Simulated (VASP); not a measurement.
# BSe (I4/mcm) in VASP: single point with PBE

Aim: the single point of BSe with PBE.

Everything below comes from runs of VASP 6.6.1. Logs are shortened: lines on timing, memory, paths and dates and some standing lists are left out, and cuts for length are marked.

### 1 The cell of the first run

Symmetry: I4/mcm, No. 140, tetragonal system. Conventional cell: a = 6.736 Å, b = 6.736 Å, c = 5.883 Å, α = 90.00°, β = 90.00°, γ = 90.00°. B (site symmetry -42m) has 4 Se at 2.25 Å and 2 B at 2.94 Å within 3.0 Å. B (site symmetry 422) has 8 Se at 2.88 Å and 6 B at 2.94 to 3.37 Å within 3.8 Å. Within 3.0 Å of Se (site symmetry m2m) lie 6 B at 2.25 to 2.88 Å.

### 2 Single point, PBE

Input file INCAR:

```
SYSTEM = BSe
  ALGO = Normal
  EDIFF = 1E-6
  ENCUT = 500
  GGA = PE
  GGA_COMPAT = .FALSE.
  ISIF = 2
  ISMEAR = 0
  LASPH = .TRUE.
  LCHARG = .TRUE.
  LELF = .TRUE.
  LREAL = .FALSE.
  LVHAR = .TRUE.
  LWAVE = .FALSE.
  NBANDS = 28
  NELM = 120
  PREC = Accurate
  SIGMA = 0.1
```

Input file KPOINTS:

```
k-points
0
G
  4 4 4
  0 0 0
```

Input file POSCAR:

```
BSe
1.0
   -3.3680455909      3.3680455909      2.9415245336
    3.3680455909     -3.3680455909      2.9415245336
    3.3680455909      3.3680455909     -2.9415245336
B Se
4 4
Direct
    0.7500000000      0.2500000000      0.5000000000
    0.2500000000      0.7500000000      0.5000000000
    0.2500000000      0.2500000000      0.0000000000
    0.7500000000      0.7500000000      0.0000000000
    0.6790000000      0.1790000000      0.8580000000
    0.1790000000      0.3210000000      0.5000000000
    0.3210000000      0.8210000000      0.1420000000
    0.8210000000      0.6790000000      0.5000000000
```

Potentials or basis: VASP PAW PBE potentials, release 64 (B, Se).

Command:

```
$ cat potpaw_PBE.64/B/POTCAR potpaw_PBE.64/Se/POTCAR > POTCAR
$ mpirun -np 1 vasp_std > vasp.out
```

OUTCAR:

```text
SYSTEM = BSe
   EDIFF = 1E-6
   ENCUT = 500
   GGA = PE
   ISIF = 2
   ISMEAR = 0
   LASPH = .TRUE.
   LREAL = .FALSE.
   NELM = 120
   PREC = Accurate

 ion  position               nearest neighbor table
   1  0.750  0.250  0.500-   5 2.25   7 2.25   6 2.25   8 2.25
   2  0.250  0.750  0.500-   7 2.25   5 2.25   6 2.25   8 2.25
   3  0.250  0.250  0.000-
   4  0.750  0.750  0.000-
   5  0.679  0.179  0.858-   1 2.25   2 2.25
   6  0.179  0.321  0.500-   1 2.25   2 2.25
   7  0.321  0.821  0.142-   2 2.25   1 2.25
   8  0.821  0.679  0.500-   1 2.25   2 2.25

  LATTYP: Found a body centered tetragonal cell.
 ALAT       =     6.7360911818
 C/A-ratio  =     0.8733624454

  Lattice vectors:

 A1 = (  -3.3680455909,   3.3680455909,   2.9415245336)
 A2 = (   3.3680455909,  -3.3680455909,   2.9415245336)
 A3 = (   3.3680455909,   3.3680455909,  -2.9415245336)

Analysis of symmetry for initial positions (statically):
=====================================================================
 Subroutine PRICEL returns:
 Original cell was already a primitive cell.

 Routine SETGRP: Setting up the symmetry group for a
 body centered tetragonal supercell.

 Subroutine GETGRP returns: Found 16 space group operations
 (whereof  8 operations were pure point group operations)
 out of a pool of 16 trial point group operations.

The static configuration has the point symmetry C_4h.
 The point group associated with its full space group is D_4h.

Analysis of symmetry for dynamics (positions and initial velocities):
=====================================================================
 Subroutine PRICEL returns:
 Original cell was already a primitive cell.

 Routine SETGRP: Setting up the symmetry group for a
 body centered tetragonal supercell.

 Subroutine GETGRP returns: Found 16 space group operations
 (whereof  8 operations were pure point group operations)
 out of a pool of 16 trial point group operations.

The dynamic configuration has the point symmetry C_4h.
 The point group associated with its full space group is D_4h.

 Subroutine INISYM returns: Found 16 space group operations
 (whereof  8 operations are pure point group operations),
 and found     1 'primitive' translations

----------------------------------------------------------------------------------------

                                     Primitive cell

  volume of cell :     133.4715

  direct lattice vectors                    reciprocal lattice vectors
    -3.368045591  3.368045591  2.941524534     0.000000000  0.148454047  0.169979884
     3.368045591 -3.368045591  2.941524534     0.148454047  0.000000000  0.169979884
     3.368045591  3.368045591 -2.941524534     0.148454047  0.148454047  0.000000000

  length of vectors
     5.598216572  5.598216572  5.598216572     0.225680671  0.225680671  0.209945727

  position of ions in fractional coordinates (direct lattice)
     0.750000000  0.250000000  0.500000000
     0.250000000  0.750000000  0.500000000
     0.250000000  0.250000000  0.000000000
     0.750000000  0.750000000  0.000000000
     0.679000000  0.179000000  0.858000000
     0.179000000  0.321000000  0.500000000
     0.321000000  0.821000000  0.142000000
     0.821000000  0.679000000  0.500000000

  ion indices of the primitive-cell ions
   primitive index   ion index
                 1           1
                 2           2
                 3           3
                 4           4
                 5           5
                 6           6
                 7           7
                 8           8

----------------------------------------------------------------------------------------

 KPOINTS: k-points

Automatic generation of k-mesh.
 Grid dimensions read from file:
 generate k-points for:    4    4    4

 Generating k-lattice:

  Cartesian coordinates                     Fractional coordinates (reciprocal lattice)
     0.000000000  0.037113512  0.042494971     0.250000000  0.000000000 -0.000000000
     0.037113512  0.000000000  0.042494971     0.000000000  0.250000000 -0.000000000
     0.037113512  0.037113512  0.000000000     0.000000000  0.000000000  0.250000000

  Length of vectors
     0.056420168  0.056420168  0.052486432

  Shift w.r.t. Gamma in fractional coordinates (k-lattice)
     0.000000000  0.000000000  0.000000000

 Subroutine IBZKPT returns following result:
 ===========================================

 Found     13 irreducible k-points:

 Following reciprocal coordinates:
            Coordinates               Weight
  0.000000  0.000000  0.000000      1.000000
  0.250000  0.000000  0.000000      8.000000
  0.500000  0.000000  0.000000      4.000000
  0.250000  0.250000  0.000000      8.000000
  0.500000  0.250000 -0.000000     16.000000
 -0.250000  0.250000  0.000000      4.000000
  0.500000  0.500000  0.000000      2.000000
  0.250000  0.250000  0.250000      2.000000
 -0.250000  0.250000  0.250000      4.000000
  0.500000  0.500000  0.250000      4.000000
 -0.250000  0.500000  0.250000      8.000000
 -0.250000 -0.250000  0.250000      2.000000
  0.500000  0.500000  0.500000      1.000000
   k-points           NKPTS =     13   k-points in BZ     NKDIM =     13   number of bands    NBANDS=     28
   number of dos      NEDOS =    301   number of ions     NIONS =      8
   total plane-waves  NPLWV =  74088
   dimension x,y,z NGX =    42 NGY =   42 NGZ =   42
   dimension x,y,z NGXF=    84 NGYF=   84 NGZF=   84
   ions per type =               4   4
   NGX,Y,Z   is equivalent  to a cutoff of  12.47, 12.47, 12.47 a.u.
   NGXF,Y,Z  is equivalent  to a cutoff of  24.94, 24.94, 24.94 a.u.
 SYSTEM =  BSe
   PREC   = accura    normal or accurate (medium, high low for compatibility)
   ISTART =      0    job   : 0-new  1-cont  2-samecut
   ICHARG =      2    charge: 1-file 2-atom 10-const
   ISPIN  =      1    spin polarized calculation?
   LNONCOLLINEAR =      F non collinear calculations
   LSORBIT =      F    spin-orbit coupling
   LASPH  =      T    aspherical Exc in radial PAW
   ENCUT  =  500.0 eV  36.75 Ry    6.06 a.u.  10.21 10.21 10.21*2*pi/ulx,y,z
   NELM   =    120;   NELMIN=  2; NELMDL= -5     # of ELM steps
   EDIFF  = 0.1E-05   stopping-criterion for ELM
   LREAL  =      F    real-space projection
   EDIFFG = 0.1E-04   stopping-criterion for IOM
   NSW    =      0    number of steps for IOM
   IBRION =     -1    ionic relax: 0-MD 1-quasi-New 2-CG
   NFREE  =      0    steps in history (QN), initial steepest desc. (CG)
   ISIF   =      2    stress and relaxation
   ISYM   =      2    0-nonsym 1-usesym 2-fastsym
   POTIM  = 0.5000    time-step for ionic-motion
   TEBEG  =    0.0;   TEEND  =   0.0 temperature during run
   PSTRESS=    0.0 pullay stress
   NELECT =      36.0000    total number of electrons
   NUPDOWN=      -1.0000    fix difference up-down
   EMIN   =  10.00;   EMAX   =-10.00  energy-range for DOS
   EFERMI =   0.00;   METHOD = LEGACY
   ISMEAR =     0;   SIGMA  =   0.10  broadening in eV -4-tet -1-fermi 0-gaus
   EFERMI_NEDOS =   21; number of points for ismear=-14 and -15
   IALGO  =     38    algorithm
   IMIX   =      4    mixing-type and parameters
     AMIX     =   0.40;   BMIX     =  1.00
     AMIX_MAG =   1.60;   BMIX_MAG =  1.00
  volume/ion in A,a.u.               =      16.68       112.59
  Fermi-wavevector in a.u.,A,eV,Ry     =   1.057741  1.998842 15.222430  1.118817
  Thomas-Fermi vector in A             =   2.193025
   LORBIT       =      0    0 simple, 1 ext, 2 COOP (PROOUT), +10 PAW based schemes
   GGA     = PE    functional components
   LHFCALC =     F    Hartree Fock is set to
   AEXX    =    0.0000 exact exchange contribution
   IVDW    =     0    specifies the selected vdW correction
   LEPSILON=     F    determine dielectric tensor
   LRPA    =     F    only Hartree local field effects (RPA)
 non-spin polarized calculation
 Gauss-broadening in eV      SIGMA  =   0.10
  energy-cutoff  :      500.00
  volume of cell :      133.47
 maximum number of plane-waves:      3442
 NGX is ok and might be reduce to    42
   NGX = 21   NGY = 21   NGZ = 21

 number of electron      35.9999999 magnetization

 Free energy of the ion-electron system (eV)
  ---------------------------------------------------
  ext. energy  EPLUGINS =         0.00000000
  ---------------------------------------------------
  free energy    TOTEN  =       -31.92914402 eV

  energy without entropy =      -31.92159651  energy(sigma->0) =      -31.92537026

 E-fermi :   4.3949     XC(G=0): -10.1542

 val. band max:        4.3856342959   @ k =   0.5000   0.5000   0.2500
 cond. band min:       4.3979205076   @ k =   0.5000   0.5000   0.2500
 fundamental gap:      0.0122862117
 Fermi energy:         4.3949316012

 k-point     1 :       0.0000    0.0000    0.0000
  band No.  band energies     occupation
      1     -10.9156      2.00000
      2      -8.7045      2.00000
      3      -8.1179      2.00000
      4      -8.1179      2.00000
      5      -2.7117      2.00000
      6      -2.4760      2.00000
[... 20 lines left out ...]
     27       9.3566      0.00000
     28       9.3567      0.00000

 k-point     2 :       0.2500    0.0000    0.0000
  band No.  band energies     occupation
      1     -10.5908      2.00000
      2      -8.8799      2.00000
      3      -8.4419      2.00000
      4      -8.3246      2.00000
      5      -2.9636      2.00000
      6      -2.9040      2.00000
[... 20 lines left out ...]
     27       9.1449      0.00000
     28       9.1684      0.00000

 k-point     3 :       0.5000    0.0000    0.0000
  band No.  band energies     occupation
      1      -9.7231      2.00000
      2      -9.7231      2.00000
      3      -8.5919      2.00000
      4      -8.5919      2.00000
      5      -3.0471      2.00000
      6      -3.0471      2.00000
[... 275 lines left out ...]
      3      -8.7041      2.00000
      4      -8.7041      2.00000
      5      -3.1868      2.00000
      6      -2.8104      2.00000
[... 20 lines left out ...]
     27       8.3205      0.00000
     28       8.3629      0.00000

 k-point    13 :       0.5000    0.5000    0.5000
  band No.  band energies     occupation
      1      -9.2760      2.00000
      2      -9.1958      2.00000
      3      -9.1958      2.00000
      4      -9.0107      2.00000
      5      -4.1263      2.00000
      6      -3.7309      2.00000
[... 20 lines left out ...]
     27       7.8058      0.00000
     28       8.1183      0.00000

------------------------ aborting loop because EDIFF is reached ----------------------------------------

  FORCE on cell =-STRESS in cart. coord.  units (eV):
  Direction    XX          YY          ZZ          XY          YZ          ZX
  --------------------------------------------------------------------------------------
  -------------------------------------------------------------------------------------
  Total       -3.8660126     -3.8660126    -13.0663903      0.0000000      0.0000000      0.0000000
  in kB      -46.4072101    -46.4072101   -156.8475784      0.0000000      0.0000000      0.0000000
  external PRESSURE =     -83.2206662 kB  Pullay stress =       0.0000000 kB

 VOLUME and BASIS-vectors are now :
 -----------------------------------------------------------------------------
  energy-cutoff  :      500.00
  volume of cell :      133.47
      direct lattice vectors                 reciprocal lattice vectors
    -3.368045591  3.368045591  2.941524534     0.000000000  0.148454047  0.169979884
     3.368045591 -3.368045591  2.941524534     0.148454047  0.000000000  0.169979884
     3.368045591  3.368045591 -2.941524534     0.148454047  0.148454047  0.000000000

 POSITION                                       TOTAL-FORCE (eV/Angst)
 -----------------------------------------------------------------------------------
     -0.00000      3.36805      1.47076         0.000000      0.000000     -0.000000
      3.36805     -0.00000      1.47076         0.000000      0.000000     -0.000000
      0.00000      0.00000      1.47076         0.000000      0.000000     -0.000000
      0.00000      0.00000      4.41229         0.000000      0.000000     -0.000000
      1.20576      4.57381      0.00000        -1.479711     -1.479711     -0.000000
      2.16229      1.20576      0.00000         1.479711     -1.479711     -0.000000
      2.16229     -1.20576      2.94152         1.479711      1.479711      0.000000
      1.20576      2.16229      2.94152        -1.479711      1.479711     -0.000000
 -----------------------------------------------------------------------------------
    total drift:                               -0.000000     -0.000000      0.000000

  FREE ENERGIE OF THE ION-ELECTRON SYSTEM (eV)
  ---------------------------------------------------
  free  energy   TOTEN  =       -31.9291440158 eV

  energy  without entropy=      -31.9215965097  energy(sigma->0) =      -31.92537026
```

Wall time 41 s (1 thread of AMD EPYC 7R13 (Zen 3), shared host); peak memory 0.22 GiB.

Results:

* Free energy: -31.9291 eV
* Pressure: -8.3 GPa
* Largest force: 2.093 eV/Å
* Band gap on the k mesh: 0.01 eV

Forces in eV/Å, atoms in the order of the input:
```
B    0.000  0.000  0.000
B    0.000  0.000  0.000
B    0.000  0.000  0.000
B    0.000  0.000  0.000
Se  -1.480 -1.480  0.000
Se   1.480 -1.480  0.000
Se   1.480  1.480  0.000
Se  -1.480  1.480  0.000
```

Levels at points of the mesh, in eV from the valence-band top:
| k point | band 15 | band 16 | band 17 | band 18 | band 19 | band 20 | band 21 | band 22 |
| --- | --- | --- | --- | --- | --- | --- | --- | --- |
| (0.00, 0.00, 0.00) | -1.66 | -1.66 | -1.39 | -0.70 | 2.41 | 2.41 | 3.21 | 3.23 |
| (0.50, 0.00, 0.00) | -1.85 | -1.85 | -1.10 | -1.10 | 0.86 | 0.86 | 1.42 | 1.42 |
| (0.50, 0.50, 0.00) | -2.10 | -1.60 | -1.49 | -0.78 | 0.54 | 0.55 | 1.25 | 1.43 |
| (0.50, 0.50, 0.50) | -1.66 | -1.66 | -0.32 | -0.07 | 0.90 | 1.32 | 1.32 | 1.92 |

Caveat: the stress differs along the axes, from -16 to -5 GPa; semilocal functionals underestimate gaps, and a narrow one can read as zero; forces of over 1 eV/Å act on the atoms, so gaps and moduli don't describe the material at rest.
